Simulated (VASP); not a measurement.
# Ni (P6_3/mmc) in VASP: notebook

Runs on Ni. Level: r2SCAN. Tasks: single point.

Program: VASP 6.6.1. These are calculated values, not measurements. Logs are shortened: lines on timing, memory, paths and dates and some standing lists are left out, and cuts for length are marked.

## 1. The cell of the first run

It takes space group P6_3/mmc (No. 194, hexagonal). The conventional cell has a = 2.379 Å, b = 2.379 Å, c = 3.924 Å, α = 90.00°, β = 90.00°, γ = 120.00°. Within 3.1 Å of Ni (site symmetry -6m2) lie 12 Ni at 2.38 to 2.39 Å.

## 2. Single point, r2SCAN (volume scaled by 0.92)

Input file POSCAR:

```
Ni
1.0
    2.3788041079      0.0000000000      0.0000000000
   -1.1894020539      2.0601047881      0.0000000000
    0.0000000000      0.0000000000      3.9237607627
Ni
2
Direct
    0.3333333333      0.6666666667      0.2500000000
    0.6666666667      0.3333333333      0.7500000000
```

Input file INCAR.step1:

```
SYSTEM = Ni
ALGO     = Normal         ! electronic algorithm
EDIFF    = 1E-4           ! SCF threshold, eV
ENCUT    = 520            ! plane-wave cutoff, eV
GGA      = PE             ! functional
ISMEAR   = -1             ! smearing method
LASPH    = .TRUE.         ! aspherical terms in the spheres
LCHARG   = .FALSE.        ! write CHGCAR
LREAL    = .FALSE.        ! projectors in reciprocal space
LWAVE    = .TRUE.         ! write WAVECAR
NBANDS   = 17             ! bands
NELM     = 80             ! most SCF steps
PREC     = Accurate       ! precision mode
SIGMA    = 0.1            ! smearing width, eV
```

Input file INCAR.step2:

```
SYSTEM = Ni
ALGO     = Normal         ! electronic algorithm
EDIFF    = 1E-6           ! SCF threshold, eV
ENCUT    = 520            ! plane-wave cutoff, eV
ISIF     = 2              ! what is computed and relaxed
ISMEAR   = -1             ! smearing method
ISTART   = 1            
LASPH    = .TRUE.         ! aspherical terms in the spheres
LCHARG   = .FALSE.        ! write CHGCAR
LMIXTAU  = .TRUE.       
LREAL    = .FALSE.        ! projectors in reciprocal space
LWAVE    = .FALSE.        ! write WAVECAR
METAGGA  = R2SCAN         ! meta-GGA
NBANDS   = 17             ! bands
NELM     = 80             ! most SCF steps
PREC     = Accurate       ! precision mode
SIGMA    = 0.1            ! smearing width, eV
```

Input file KPOINTS:

```
k-points
0
G
  17 17 9
  0 0 0
```

Potentials or basis: VASP PAW PBE potentials, release 64 (Ni).

Command:

```console
cat potpaw_PBE.64/Ni/POTCAR > POTCAR
cp INCAR.step1 INCAR
mpirun -np 1 vasp_std > vasp.out
cp INCAR.step2 INCAR
mpirun -np 1 vasp_std > vasp.out
```

OUTCAR:

```text
SYSTEM = Ni
   EDIFF = 1E-6
   ENCUT = 520
   ISIF = 2
   ISMEAR = -1
   ISTART = 1
   LASPH = .TRUE.
   LREAL = .FALSE.
   METAGGA = R2SCAN
   NELM = 80
   PREC = Accurate

 ion  position               nearest neighbor table
   1  0.333  0.667  0.250-   2 2.39   2 2.39   2 2.39   2 2.39   2 2.39   2 2.39
   2  0.667  0.333  0.750-   1 2.39   1 2.39   1 2.39   1 2.39   1 2.39   1 2.39

  LATTYP: Found a hexagonal cell.
 ALAT       =     2.3788041079
 C/A-ratio  =     1.6494677934

  Lattice vectors:

 A1 = (   2.3788041079,   0.0000000000,   0.0000000000)
 A2 = (  -1.1894020539,   2.0601047881,   0.0000000000)
 A3 = (   0.0000000000,   0.0000000000,   3.9237607627)

Analysis of symmetry for initial positions (statically):
=====================================================================
 Subroutine PRICEL returns:
 Original cell was already a primitive cell.

 Routine SETGRP: Setting up the symmetry group for a
 hexagonal supercell.

 Subroutine GETGRP returns: Found 24 space group operations
 (whereof 12 operations were pure point group operations)
 out of a pool of 24 trial point group operations.

The static configuration has the point symmetry D_3d.
 The point group associated with its full space group is D_6h.

Analysis of symmetry for dynamics (positions and initial velocities):
=====================================================================
 Subroutine PRICEL returns:
 Original cell was already a primitive cell.

 Routine SETGRP: Setting up the symmetry group for a
 hexagonal supercell.

 Subroutine GETGRP returns: Found 24 space group operations
 (whereof 12 operations were pure point group operations)
 out of a pool of 24 trial point group operations.

The dynamic configuration has the point symmetry D_3d.
 The point group associated with its full space group is D_6h.

 Subroutine INISYM returns: Found 24 space group operations
 (whereof 12 operations are pure point group operations),
 and found     1 'primitive' translations

----------------------------------------------------------------------------------------

                                     Primitive cell

  volume of cell :      19.2287

  direct lattice vectors                    reciprocal lattice vectors
     2.378804108  0.000000000  0.000000000     0.420379298  0.242706101  0.000000000
    -1.189402054  2.060104788  0.000000000     0.000000000  0.485412201  0.000000000
     0.000000000  0.000000000  3.923760763     0.000000000  0.000000000  0.254857536

  length of vectors
     2.378804108  2.378804108  3.923760763     0.485412201  0.485412201  0.254857536

  position of ions in fractional coordinates (direct lattice)
     0.333333333  0.666666667  0.250000000
     0.666666667  0.333333333  0.750000000

  ion indices of the primitive-cell ions
   primitive index   ion index
                 1           1
                 2           2

----------------------------------------------------------------------------------------

 KPOINTS: k-points

Automatic generation of k-mesh.
 Grid dimensions read from file:
 generate k-points for:   17   17    9

 Generating k-lattice:

  Cartesian coordinates                     Fractional coordinates (reciprocal lattice)
     0.024728194  0.014276829  0.000000000     0.058823529  0.000000000  0.000000000
     0.000000000  0.028553659  0.000000000     0.000000000  0.058823529  0.000000000
     0.000000000  0.000000000  0.028317504     0.000000000  0.000000000  0.111111111

  Length of vectors
     0.028553659  0.028553659  0.028317504

  Shift w.r.t. Gamma in fractional coordinates (k-lattice)
     0.000000000  0.000000000  0.000000000

 Subroutine IBZKPT returns following result:
 ===========================================

 Found    165 irreducible k-points:

 Following reciprocal coordinates:
            Coordinates               Weight
  0.000000  0.000000  0.000000      1.000000
  0.058824  0.000000  0.000000      6.000000
  0.117647  0.000000  0.000000      6.000000
  0.176471 -0.000000  0.000000      6.000000
  0.235294  0.000000  0.000000      6.000000
  0.294118  0.000000  0.000000      6.000000
[... 16 lines left out ...]
  0.411765  0.117647  0.000000     12.000000
  0.176471  0.176471  0.000000      6.000000
 [... further k-points ...]
   k-points           NKPTS =    165   k-points in BZ     NKDIM =    165   number of bands    NBANDS=     17
   number of dos      NEDOS =    301   number of ions     NIONS =      2
   total plane-waves  NPLWV =   9720
   dimension x,y,z NGX =    18 NGY =   18 NGZ =   30
   dimension x,y,z NGXF=    36 NGYF=   36 NGZF=   60
   ions per type =               2
   NGX,Y,Z   is equivalent  to a cutoff of  12.58, 12.58, 12.71 a.u.
   NGXF,Y,Z  is equivalent  to a cutoff of  25.16, 25.16, 25.42 a.u.
 SYSTEM =  Ni
   PREC   = accura    normal or accurate (medium, high low for compatibility)
   ISTART =      1    job   : 0-new  1-cont  2-samecut
   ICHARG =      0    charge: 1-file 2-atom 10-const
   ISPIN  =      1    spin polarized calculation?
   LNONCOLLINEAR =      F non collinear calculations
   LSORBIT =      F    spin-orbit coupling
   LASPH  =      T    aspherical Exc in radial PAW
   ENCUT  =  520.0 eV  38.22 Ry    6.18 a.u.   4.42  4.42  7.30*2*pi/ulx,y,z
   NELM   =     80;   NELMIN=  2; NELMDL=  0     # of ELM steps
   EDIFF  = 0.1E-05   stopping-criterion for ELM
   LREAL  =      F    real-space projection
   EDIFFG = 0.1E-04   stopping-criterion for IOM
   NSW    =      0    number of steps for IOM
   IBRION =     -1    ionic relax: 0-MD 1-quasi-New 2-CG
   NFREE  =      0    steps in history (QN), initial steepest desc. (CG)
   ISIF   =      2    stress and relaxation
   ISYM   =      2    0-nonsym 1-usesym 2-fastsym
   POTIM  = 0.5000    time-step for ionic-motion
   TEBEG  =    0.0;   TEEND  =   0.0 temperature during run
   PSTRESS=    0.0 pullay stress
   NELECT =      20.0000    total number of electrons
   NUPDOWN=      -1.0000    fix difference up-down
   EMIN   =  10.00;   EMAX   =-10.00  energy-range for DOS
   EFERMI =   0.00;   METHOD = LEGACY
   ISMEAR =    -1;   SIGMA  =   0.10  broadening in eV -4-tet -1-fermi 0-gaus
   EFERMI_NEDOS =   21; number of points for ismear=-14 and -15
   IALGO  =     38    algorithm
   IMIX   =      4    mixing-type and parameters
     AMIX     =   0.40;   BMIX     =  1.00
     AMIX_MAG =   1.60;   BMIX_MAG =  1.00
  volume/ion in A,a.u.               =       9.61        64.88
  Fermi-wavevector in a.u.,A,eV,Ry     =   1.658701  3.134490 37.433540  2.751288
  Thomas-Fermi vector in A             =   2.746236
   LORBIT       =      0    0 simple, 1 ext, 2 COOP (PROOUT), +10 PAW based schemes
   METAGGA = R2SCAN    functional components
   LHFCALC =     F    Hartree Fock is set to
   AEXX    =    0.0000 exact exchange contribution
   IVDW    =     0    specifies the selected vdW correction
   LEPSILON=     F    determine dielectric tensor
   LRPA    =     F    only Hartree local field effects (RPA)
 non-spin polarized calculation
  energy-cutoff  :      520.00
  volume of cell :       19.23
 maximum number of plane-waves:       549
 NGX is ok and might be reduce to    18
   NGX =  9   NGY =  9   NGZ = 15

 number of electron      20.0000003 magnetization

 Free energy of the ion-electron system (eV)
  ---------------------------------------------------
  ext. energy  EPLUGINS =         0.00000000
  ---------------------------------------------------
  free energy    TOTEN  =       -23.57575882 eV

  energy without entropy =      -23.40791309  energy(sigma->0) =      -23.49183596

 E-fermi :  10.8679     XC(G=0): -15.2194

 val. band max:       10.8667246153   @ k =   0.4706   0.0000   0.0000
 cond. band min:      10.8694660792   @ k =   0.4706   0.0588   0.4444
 fundamental gap:      0.0027414639
 Fermi energy:        10.8678662943

 k-point     1 :       0.0000    0.0000    0.0000
  band No.  band energies     occupation
      1       0.7539      2.00000
      2       5.5261      2.00000
      3       8.5564      2.00000
      4       8.6495      2.00000
      5       8.6495      2.00000
      6       8.9852      2.00000
[... 9 lines left out ...]
     16      39.1577      0.00000
     17      39.1605      0.00000

 k-point     2 :       0.0588    0.0000    0.0000
  band No.  band energies     occupation
      1       0.8923      2.00000
      2       5.6159      2.00000
      3       8.4374      2.00000
      4       8.7150      2.00000
      5       8.7474      2.00000
      6       8.9493      2.00000
[... 9 lines left out ...]
     16      37.5012      0.00000
     17      38.8424      0.00000

 k-point     3 :       0.1176    0.0000    0.0000
  band No.  band energies     occupation
      1       1.3011      2.00000
      2       5.8655      2.00000
      3       8.2350      2.00000
      4       8.7003      2.00000
      5       8.8026      2.00000
      6       8.9060      2.00000
[... 9 lines left out ...]
     16      35.8433      0.00000
     17      38.7643      0.00000

 k-point     4 :       0.1765   -0.0000    0.0000
  band No.  band energies     occupation
      1       1.9593      2.00000
      2       6.2053      2.00000
      3       8.0064      2.00000
      4       8.0259      2.00000
      5       8.6710      2.00000
      6       9.1861      2.00000
[... 9 lines left out ...]
     16      35.0133      0.00000
     17      36.6169      0.00000

 k-point     5 :       0.2353    0.0000    0.0000
  band No.  band energies     occupation
      1       2.8243      2.00000
      2       6.4893      2.00000
      3       7.4671      2.00000
      4       7.8358      2.00000
      5       8.5646      2.00000
      6       9.0210      2.00000
[... 9 lines left out ...]
     16      33.9003      0.00000
     17      33.9829      0.00000

 k-point     6 :       0.2941    0.0000    0.0000
  band No.  band energies     occupation
      1       3.8144      2.00000
      2       6.5480      2.00000
      3       7.0269      2.00000
      4       7.8014      2.00000
      5       8.5941      2.00000
      6       8.8584      2.00000
[... 9 lines left out ...]
     16      31.3340      0.00000
     17      32.4123      0.00000
[... 281 lines left out ...]
 k-point    21 :       0.2941    0.1176    0.0000
  band No.  band energies     occupation
      1       5.0991      2.00000
      2       6.6212      2.00000
      3       6.7227      2.00000
      4       7.6029      2.00000
      5       8.4575      2.00000
      6       8.7867      2.00000
[... 9 lines left out ...]
     16      29.2537      0.00000
     17      31.1949      0.00000

 k-point    22 :       0.3529    0.1176    0.0000
  band No.  band energies     occupation
      1       5.7916      2.00000
      2       6.4498      2.00000
      3       6.5460      2.00000
      4       7.7972      2.00000
      5       8.4207      2.00000
      6       8.7182      2.00000
[... 9 lines left out ...]
     16      27.1275      0.00000
     17      29.0040      0.00000

 k-point    23 :       0.4118    0.1176    0.0000
  band No.  band energies     occupation
      1       6.1317      2.00000
      2       6.3162      2.00000
      3       6.4585      2.00000
      4       8.0049      2.00000
      5       8.4434      2.00000
      6       8.5803      2.00000
[... 9 lines left out ...]
     16      25.4480      0.00000
     17      27.5432      0.00000

 k-point    24 :       0.1765    0.1765    0.0000
  band No.  band energies     occupation
      1       4.0748      2.00000
      2       6.9177      2.00000
      3       7.0513      2.00000
      4       7.3519      2.00000
      5       8.5104      2.00000
      6       8.6273      2.00000
[... 9 lines left out ...]
     16      32.7560      0.00000
     17      33.7073      0.00000

 [... further k-points ...]
[... 5 lines left out ...]
  --------------------------------------------------------------------------------------
  -------------------------------------------------------------------------------------
  Total        2.8355600      2.8355600      2.8149985      0.0000000     -0.0000000      0.0000000
  in kB      236.2647398    236.2647398    234.5515090      0.0000000     -0.0000000      0.0000000
  external PRESSURE =     235.6936628 kB  Pullay stress =       0.0000000 kB

 VOLUME and BASIS-vectors are now :
 -----------------------------------------------------------------------------
  energy-cutoff  :      520.00
  volume of cell :       19.23
      direct lattice vectors                 reciprocal lattice vectors
     2.378804108  0.000000000  0.000000000     0.420379298  0.242706101  0.000000000
    -1.189402054  2.060104788  0.000000000     0.000000000  0.485412201  0.000000000
     0.000000000  0.000000000  3.923760763     0.000000000  0.000000000  0.254857536

 POSITION                                       TOTAL-FORCE (eV/Angst)
 -----------------------------------------------------------------------------------
     -0.00000      1.37340      0.98094        -0.000000     -0.000000      0.000000
      1.18940      0.68670      2.94282         0.000000      0.000000      0.000000
 -----------------------------------------------------------------------------------
    total drift:                                0.000000     -0.000000     -0.000000

  FREE ENERGIE OF THE ION-ELECTRON SYSTEM (eV)
  ---------------------------------------------------
  free  energy   TOTEN  =       -23.5757588169 eV

  energy  without entropy=      -23.4079130934  energy(sigma->0) =      -23.49183596
```

Wall time 2.5 min (1 thread of Intel Xeon Platinum 8488C (Sapphire Rapids), shared host); peak memory 0.16 GiB.

Results:

| Quantity | Value |
| --- | --- |
| Free energy | -23.5758 eV |
| Pressure | 23.6 GPa |
| Band gap on the k mesh | zero (band 10 reaches 10.99 eV, above the bottom of band 11 at 10.38 eV) |

Caveat: the PAW data sets were made with another functional, which shifts forces and pressure a little; the run has no spin polarisation, though such a crystal can be magnetic. Spin polarisation is off, so any magnetic state and its effect on volume and gap are missing.

## 3. Single point, r2SCAN (volume scaled by 0.96)

Input file POSCAR:

```
Ni
1.0
    2.4127916156      0.0000000000      0.0000000000
   -1.2063958078      2.0895388331      0.0000000000
    0.0000000000      0.0000000000      3.9798220621
Ni
2
Direct
    0.3333333333      0.6666666667      0.2500000000
    0.6666666667      0.3333333333      0.7500000000
```

Input file INCAR.step1:

```
PREC = Accurate
ENCUT = 520
ISMEAR = -1
SIGMA = 0.1
LREAL = F
LASPH = T
NELM = 60
NBANDS = 17
GGA = PE
ALGO = Normal
EDIFF = 1E-4
LWAVE = T
LCHARG = F
```

Input file INCAR.step2:

```
PREC = Accurate
ENCUT = 520
EDIFF = 1E-6
ISMEAR = -1
SIGMA = 0.1
LREAL = F
LASPH = T
NELM = 60
ALGO = Normal
ISIF = 2
LWAVE = F
LCHARG = T
METAGGA = R2SCAN
LMIXTAU = T
LELF = T
LVHAR = T
NBANDS = 17
ISTART = 1
```

Input file KPOINTS:

```
Automatic mesh
0
Gamma
  17 17 9
```

Potentials or basis: VASP PAW PBE potentials, release 64 (Ni).

Command:

```console
cat potpaw_PBE.64/Ni/POTCAR > POTCAR
cp INCAR.step1 INCAR
mpirun -np 1 vasp_std > vasp.out
cp INCAR.step2 INCAR
mpirun -np 1 vasp_std > vasp.out
```

It took 1.9 min on 1 thread of Intel Xeon Platinum 8488C (Sapphire Rapids), shared host; peak memory 0.16 GiB.

Results (log left out):

```
Free energy            : -23.6640 eV
Pressure               : 10.8 GPa
Band gap on the k mesh : zero (band 10 reaches 10.31 eV, above the bottom of band 11 at 9.73 eV)
```

Stress tensor (GPa, compression positive):
```
10.83  0.00  0.00
 0.00 10.83  0.00
 0.00  0.00 10.69
```

Levels at points of the mesh, in eV from the Fermi level:
| k point | band 7 | band 8 | band 9 | band 10 | band 11 | band 12 | band 13 | band 14 |
| --- | --- | --- | --- | --- | --- | --- | --- | --- |
| (0.00, 0.00, 0.00) | -1.77 | -1.29 | -1.29 | -0.44 | -0.21 | -0.21 | 6.80 | 24.44 |

Caveat: the PAW data sets were made with another functional, which shifts forces and pressure a little; the run has no spin polarisation, though such a crystal can be magnetic. Spin polarisation is off, so any magnetic state and its effect on volume and gap are missing.

(Part 1 of 2 ends here.)
